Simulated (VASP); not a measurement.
# GaSb (F-43m) in VASP: a series of runs, part 2 of 2

VASP 6.6.1. Earlier steps stand in the parts before.

### Step 4. Single point, PBEsol, non-collinear spin, zero start, spin-orbit coupling

This run uses another cell than the first one, of 28.05 Å³/atom.

Input file INCAR:

```
  PREC = Accurate
  ENCUT = 520
  EDIFF = 1E-6
  ISMEAR = -1
  SIGMA = 0.05
  LREAL = F
  LASPH = T
  NELM = 150
  ALGO = Normal
  ISIF = 2
  LWAVE = F
  LCHARG = F
  MAGMOM = 0 0 0 0 0 0
  LORBIT = 11
  LSORBIT = T
  GGA_COMPAT = F
  LORBMOM = T
  GGA = PS
  NBANDS = 30
```

Input file KPOINTS:

```
Automatic mesh
0
Gamma
  8 8 8
```

Input file POSCAR:

```
GaSb
1.0
    0.0000000000      3.0384691801      3.0384691801
    3.0384691801      0.0000000000      3.0384691801
    3.0384691801      3.0384691801      0.0000000000
Sb Ga
1 1
Direct
    0.7500000000      0.7500000000      0.7500000000
    0.0000000000      0.0000000000      0.0000000000
```

Potentials or basis: VASP PAW PBE potentials, release 64 (Sb, Ga_d).

The run is started by

```bash
$ cat potpaw_PBE.64/Sb/POTCAR potpaw_PBE.64/Ga_d/POTCAR > POTCAR
$ mpirun -np 1 vasp_ncl > vasp.out
```

OUTCAR:

```text
PREC = Accurate
   ENCUT = 520
   EDIFF = 1E-6
   ISMEAR = -1
   LREAL = F
   LASPH = T
   NELM = 150
   ISIF = 2
   LORBIT = 11
   LSORBIT = T
   GGA = PS

 ion  position               nearest neighbor table
   1  0.750  0.750  0.750-   2 2.63   2 2.63   2 2.63   2 2.63
   2  0.000  0.000  0.000-   1 2.63   1 2.63   1 2.63   1 2.63

  LATTYP: Found a face centered cubic cell.
 ALAT       =     6.0769383602

  Lattice vectors:

 A1 = (   0.0000000000,   3.0384691801,   3.0384691801)
[... 1085 lines left out ...]
     0.0000000    -0.0004986     0.0000000    -0.0004986     0.0000000
    -0.0001531    -0.0001531    -0.0004986     0.0000000    -0.0001662
    -0.0006648    -0.0001662     0.0000000    -0.0001662     0.0000000
 l=   3
     0.0000000     0.0000000     0.0000000     0.0000000     0.0000000     0.0000000     0.0000000
     0.0000000     0.0000000     0.0000000     0.0000000     0.0000000     0.0000000     0.0000000
     0.0000000     0.0000000     0.0000000     0.0000000     0.0000000     0.0000000     0.0000000
     0.0000000     0.0000000     0.0000000     0.0000000     0.0000000     0.0000000     0.0000000
     0.0000000     0.0000000     0.0000000     0.0000000     0.0000000     0.0000000     0.0000000
     0.0000000     0.0000000     0.0000000     0.0000000     0.0000000     0.0000000     0.0000000
     0.0000000     0.0000000     0.0000000     0.0000000     0.0000000     0.0000000     0.0000000

 total charge

# of ion       s       p       d       tot
------------------------------------------
    1        1.129   1.351   0.029   2.508
    2        0.910   0.784   9.965  11.659
--------------------------------------------------
tot          2.039   2.134   9.994  14.167

 magnetization (x)

# of ion       s       p       d       tot
------------------------------------------
    1       -0.000   0.000  -0.000  -0.000
    2       -0.000   0.000   0.000  -0.000
--------------------------------------------------
tot         -0.000   0.000  -0.000  -0.000

 magnetization (y)

# of ion       s       p       d       tot
------------------------------------------
    1        0.000   0.000   0.000   0.000
    2        0.000   0.000   0.000   0.000
--------------------------------------------------
tot          0.000   0.000   0.000   0.000

 magnetization (z)

# of ion       s       p       d       tot
------------------------------------------
    1        0.000   0.000   0.000   0.000
    2        0.000   0.000   0.000   0.000
--------------------------------------------------
tot          0.000   0.000   0.000   0.000
```

stdout:

```text
POSCAR found type information on POSCAR SbGa
 POSCAR found :  2 types and       2 ions
 scaLAPACK will be used
 -----------------------------------------------------------------------------
|                                                                             |
|                                                                             |
|     You enforced a specific xc type in the INCAR file but a different       |
|     I HOPE YOU KNOW WHAT YOU ARE DOING!                                     |
|                                                                             |
 -----------------------------------------------------------------------------

 LDA part: xc-table for (Slater+PW92), standard interpolation
 POSCAR, INCAR and KPOINTS ok, starting setup
 FFT: planning ... GRIDC
 FFT: planning ... GRID_SOFT
 FFT: planning ... GRID
 WAVECAR not read
 entering main loop
```

Wall time 4.3 min (1 thread of Intel Xeon Platinum 8375C at 2.90GHz (Ice Lake), shared host); peak memory 0.35 GiB.

What came out:

| Item | Value |
| --- | --- |
| Free energy | -8.2121 eV |
| Pressure | 1.1 GPa |
| Net moment | 0.00 μB per cell |
| Valence electrons inside the program's atomic spheres | Sb 2.51; Ga 11.66 |

Moments on the atoms (μB; x, y, z):
```
Sb  0.00 0.00 0.00
Ga  0.00 0.00 0.00
```

Caveat: the PAW data sets were made with another functional, which shifts forces and pressure a little.

### Step 5. Single point, PBEsol, non-collinear spin, zero start, spin-orbit coupling

This run uses another cell than the first one, of 28.62 Å³/atom.

Input file INCAR:

```
ALGO = Normal
EDIFF = 1E-6
ENCUT = 520
GGA = PS
GGA_COMPAT = False
ISIF = 2
ISMEAR = -1
LASPH = True
LCHARG = False
LNONCOLLINEAR = True
LORBIT = 11
LORBMOM = True
LREAL = False
LSORBIT = True
LWAVE = False
MAGMOM = 0 0 0 0 0 0
NBANDS = 30
NELM = 150
PREC = Accurate
SIGMA = 0.05
```

Input file KPOINTS:

```
k-points
0
Gamma
  8 8 8
```

Input file POSCAR:

```
GaSb
1.0
    0.0000000000      3.0590000000      3.0590000000
    3.0590000000      0.0000000000      3.0590000000
    3.0590000000      3.0590000000      0.0000000000
Sb Ga
1 1
Direct
    0.7500000000      0.7500000000      0.7500000000
    0.0000000000      0.0000000000      0.0000000000
```

Potentials or basis: VASP PAW PBE potentials, release 64 (Sb, Ga_d).

The run is started by

```bash
$ cat potpaw_PBE.64/Sb/POTCAR potpaw_PBE.64/Ga_d/POTCAR > POTCAR
$ mpirun -np 1 vasp_ncl > vasp.out
```

OUTCAR:

```text
EDIFF = 1E-6
   ENCUT = 520
   GGA = PS
   ISIF = 2
   ISMEAR = -1
   LASPH = True
   LNONCOLLINEAR = True
   LORBIT = 11
   LREAL = False
   LSORBIT = True
   NELM = 150
   PREC = Accurate

 ion  position               nearest neighbor table
   1  0.750  0.750  0.750-   2 2.65   2 2.65   2 2.65   2 2.65
   2  0.000  0.000  0.000-   1 2.65   1 2.65   1 2.65   1 2.65

  LATTYP: Found a face centered cubic cell.
 ALAT       =     6.1180000000

  Lattice vectors:

 A1 = (   0.0000000000,   3.0590000000,   3.0590000000)
 A2 = (   3.0590000000,   0.0000000000,   3.0590000000)
 A3 = (   3.0590000000,   3.0590000000,   0.0000000000)

Analysis of symmetry for initial positions (statically):
=====================================================================
 Subroutine PRICEL returns:
 Original cell was already a primitive cell.

 Routine SETGRP: Setting up the symmetry group for a
 face centered cubic supercell.

 Subroutine GETGRP returns: Found 24 space group operations
 (whereof 24 operations were pure point group operations)
 out of a pool of 48 trial point group operations.

The static configuration has the point symmetry T_d .

Analysis of symmetry for dynamics (positions and initial velocities):
=====================================================================
 Subroutine PRICEL returns:
 Original cell was already a primitive cell.

 Routine SETGRP: Setting up the symmetry group for a
 face centered cubic supercell.

 Subroutine GETGRP returns: Found 24 space group operations
 (whereof 24 operations were pure point group operations)
 out of a pool of 48 trial point group operations.

The dynamic configuration has the point symmetry T_d .

Analysis of structural, dynamic, and magnetic symmetry:
=====================================================================
 Subroutine PRICEL returns:
 Original cell was already a primitive cell.

 Routine SETGRP: Setting up the symmetry group for a
 face centered cubic supercell.

[... 998 lines left out ...]
 # of ion     p       d       tot
 ----------------------------------------
  1         0.000   0.000   0.000
  2        -0.000  -0.000  -0.000
 ----------------------------------------
           -0.000  -0.000  -0.000

 orbital moment (z)

 # of ion     p       d       tot
 ----------------------------------------
  1         0.000   0.000   0.000
  2        -0.000  -0.000  -0.000
 ----------------------------------------
           -0.000   0.000  -0.000

 Spin-Orbit-Coupling matrix elements

 Ion:    1  E_soc:     -0.1248019
 l=   1
     0.0000000    -0.0206562    -0.0206562
    -0.0206562     0.0000000    -0.0206562
    -0.0206562    -0.0206562     0.0000000
 l=   2
     0.0000000    -0.0000558     0.0000000    -0.0000558    -0.0000884
    -0.0000558     0.0000000    -0.0000663    -0.0000558    -0.0000221
     0.0000000    -0.0000663     0.0000000    -0.0000663     0.0000000
    -0.0000558    -0.0000558    -0.0000663     0.0000000    -0.0000221
    -0.0000884    -0.0000221     0.0000000    -0.0000221     0.0000000
 l=   3
     0.0000000     0.0000000     0.0000000     0.0000000     0.0000000     0.0000000     0.0000000
     0.0000000     0.0000000     0.0000000     0.0000000     0.0000000     0.0000000     0.0000000
     0.0000000     0.0000000     0.0000000     0.0000000     0.0000000     0.0000000     0.0000000
     0.0000000     0.0000000     0.0000000     0.0000000     0.0000000     0.0000000     0.0000000
     0.0000000     0.0000000     0.0000000     0.0000000     0.0000000     0.0000000     0.0000000
     0.0000000     0.0000000     0.0000000     0.0000000     0.0000000     0.0000000     0.0000000
     0.0000000     0.0000000     0.0000000     0.0000000     0.0000000     0.0000000     0.0000000

 Ion:    2  E_soc:     -0.0126033
 l=   1
     0.0000000    -0.0012845    -0.0012845
    -0.0012845     0.0000000    -0.0012845
    -0.0012845    -0.0012845     0.0000000
 l=   2
     0.0000000    -0.0001524     0.0000000    -0.0001524    -0.0006636
    -0.0001524     0.0000000    -0.0004977    -0.0001524    -0.0001659
     0.0000000    -0.0004977     0.0000000    -0.0004977     0.0000000
    -0.0001524    -0.0001524    -0.0004977     0.0000000    -0.0001659
    -0.0006636    -0.0001659     0.0000000    -0.0001659     0.0000000
 l=   3
     0.0000000     0.0000000     0.0000000     0.0000000     0.0000000     0.0000000     0.0000000
     0.0000000     0.0000000     0.0000000     0.0000000     0.0000000     0.0000000     0.0000000
     0.0000000     0.0000000     0.0000000     0.0000000     0.0000000     0.0000000     0.0000000
     0.0000000     0.0000000     0.0000000     0.0000000     0.0000000     0.0000000     0.0000000
     0.0000000     0.0000000     0.0000000     0.0000000     0.0000000     0.0000000     0.0000000
     0.0000000     0.0000000     0.0000000     0.0000000     0.0000000     0.0000000     0.0000000
     0.0000000     0.0000000     0.0000000     0.0000000     0.0000000     0.0000000     0.0000000

 total charge

# of ion       s       p       d       tot
------------------------------------------
    1        1.131   1.337   0.027   2.496
    2        0.911   0.764   9.963  11.638
--------------------------------------------------
tot          2.043   2.101   9.990  14.134

 magnetization (x)

# of ion       s       p       d       tot
------------------------------------------
    1        0.000   0.000   0.000   0.000
    2        0.000   0.000   0.000   0.000
--------------------------------------------------
tot          0.000   0.000   0.000   0.000

 magnetization (y)

# of ion       s       p       d       tot
------------------------------------------
    1        0.000   0.000   0.000   0.000
    2        0.000  -0.000  -0.000  -0.000
--------------------------------------------------
tot          0.000  -0.000  -0.000  -0.000

 magnetization (z)

# of ion       s       p       d       tot
------------------------------------------
    1        0.000   0.000  -0.000   0.000
    2        0.000   0.000   0.000   0.000
--------------------------------------------------
tot          0.000   0.000  -0.000   0.000
```

OSZICAR:

```text
N       E                     dE             d eps       ncg     rms          rms(c)
DAV:   1     0.122129213748E+03    0.12213E+03   -0.79738E+03  2742   0.150E+03
DAV:   2     0.712393226769E+01   -0.11501E+03   -0.10991E+03  2828   0.408E+02
DAV:   3    -0.781456302233E+01   -0.14938E+02   -0.14737E+02  3028   0.109E+02
DAV:   4    -0.830521757629E+01   -0.49065E+00   -0.48949E+00  3080   0.217E+01
DAV:   5    -0.831738882618E+01   -0.12171E-01   -0.12169E-01  3280   0.325E+00    0.355E+00
DAV:   6    -0.824168787699E+01    0.75701E-01   -0.88304E-02  3748   0.533E+00    0.205E+00
DAV:   7    -0.821695340095E+01    0.24734E-01   -0.36136E-02  3164   0.171E+00    0.128E+00
DAV:   8    -0.821556415015E+01    0.13893E-02   -0.52804E-03  2960   0.596E-01    0.258E-01
DAV:   9    -0.821585066525E+01   -0.28652E-03   -0.75123E-04  3188   0.306E-01    0.607E-02
DAV:  10    -0.821598611142E+01   -0.13545E-03   -0.15059E-04  2980   0.104E-01    0.160E-02
DAV:  11    -0.821601953908E+01   -0.33428E-04   -0.34811E-05  2880   0.495E-02    0.998E-03
DAV:  12    -0.821601969876E+01   -0.15968E-06   -0.25396E-06  3056   0.160E-02
   1 F= -.82160197E+01 E0= -.82157379E+01  d E =-.563619E-03  mag=     0.0000    -0.0000    -0.0000
```

stdout:

```text
POSCAR found type information on POSCAR SbGa
 POSCAR found :  2 types and       2 ions
 scaLAPACK will be used
 -----------------------------------------------------------------------------
|                                                                             |
|                                                                             |
|     You enforced a specific xc type in the INCAR file but a different       |
|     I HOPE YOU KNOW WHAT YOU ARE DOING!                                     |
|                                                                             |
 -----------------------------------------------------------------------------

 LDA part: xc-table for (Slater+PW92), standard interpolation
 POSCAR, INCAR and KPOINTS ok, starting setup
 FFT: planning ... GRIDC
 FFT: planning ... GRID_SOFT
 FFT: planning ... GRID
 WAVECAR not read
 entering main loop
```

It took 4.5 min on 1 thread of Intel Xeon Platinum 8375C at 2.90GHz (Ice Lake), shared host; peak memory 0.35 GiB.

Results:

```yaml
Free_energy: -8.2160 eV
Pressure: 0.0 GPa
Net_moment: 0.00 μB per cell
Valence_electrons_inside_the_program's_atomic_spheres: Sb 2.50; Ga 11.64
```

Moments on the atoms (μB; x, y, z):
```
Sb  0.00 0.00 0.00
Ga  0.00 0.00 0.00
```

Caveat: the PAW data sets were made with another functional, which shifts forces and pressure a little.

### Step 6. Summary

```csv
cell,pressure (GPa),moment (μB)
"a = 4.238 Å, angles 60.0°, 2 atoms",3.6,0.00
"a = 4.268 Å, angles 60.0°, 2 atoms",2.3,0.00
"a = 4.297 Å, angles 60.0°, 2 atoms",1.1,0.00
"a = 4.326 Å, angles 60.0°, 2 atoms",0.0,0.00
```

Alike in all rows: task single point; level PBEsol; potentials or basis VASP PAW PBE potentials, release 64 (Sb, Ga_d); spin non-collinear, zero start, SOC; k mesh 8 × 8 × 8; cutoff (eV) 520; smearing fermi-dirac 0.05 eV.

Caveats: the PAW data sets were made with another functional, which shifts forces and pressure a little; the cell stands under pressure (at least some runs).

Total energies depend on the potentials used, so only differences within one code and one set of settings carry meaning.
